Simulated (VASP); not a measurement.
Ga2Sb2CO: single point with PBE+D3(BJ)

System: Ga2Sb2CO, a slab with vacuum.

```
Sb Ga O C
1.0
     4.33438    0.00000    0.00000
    -2.16719    3.75368    0.00000
     0.00000    0.00000   23.61974
Sb Ga O C
2 2 1 1
Direct
  0.00000 0.00000 0.16935
  0.33333 0.66667 0.32597
  0.33333 0.66667 0.20681
  0.66667 0.33333 0.35859
  0.11111 0.55556 0.50253
  0.11111 0.55556 0.55122
```

```
Program                : VASP 6.6.1
Task                   : single point
Functional             : PBE
Dispersion             : D3(BJ)
Potentials or basis    : VASP PAW PBE potentials, release 64 (Sb, Ga_d, O, C)
Cutoff                 : 520 eV
k mesh                 : 6 × 6 × 1
Occupations            : gaussian, width 0.1 eV
Spin                   : no spin polarisation
Dipole correction      : yes
Further INCAR settings : ALGO = Normal; EDIFF = 1e-06; NBANDS = 32
```

```json
{"Largest force": "0.695 eV/Å", "Band gap on the k mesh": "0.04 eV (least direct gap 0.15 eV)", "Dispersion energy per atom": "-0.164 eV"}
```

Forces in eV/Å, atoms in the order of the input:
```
Sb   0.003  0.002  0.164
Sb  -0.002 -0.001 -0.033
Ga  -0.001  0.000 -0.137
Ga  -0.001 -0.001  0.011
O    0.001  0.000  0.691
C    0.000  0.000 -0.695
```

Levels at points of the mesh, in eV from the valence-band top:
| k point | band 20 | band 21 | band 22 | band 23 | band 24 | band 25 | band 26 | band 27 |
| --- | --- | --- | --- | --- | --- | --- | --- | --- |
| (0.00, 0.00, 0.00) | -1.13 | -1.12 | 0.00 | 0.00 | 0.15 | 0.88 | 1.43 | 1.43 |
| (0.50, 0.00, 0.00) | -2.52 | -2.47 | -1.30 | -1.20 | 0.38 | 0.68 | 1.18 | 1.29 |
| (0.00, 0.50, 0.00) | -2.52 | -2.46 | -1.30 | -1.19 | 0.38 | 0.66 | 1.18 | 1.29 |

Wall time 2.8 min on 1 thread of Intel(R) Xeon(R) 6975P-C (Granite Rapids), on a shared host, peak memory 0.56 GiB.

Caveat: spin-orbit coupling is left out, which moves the levels of the heavy elements.
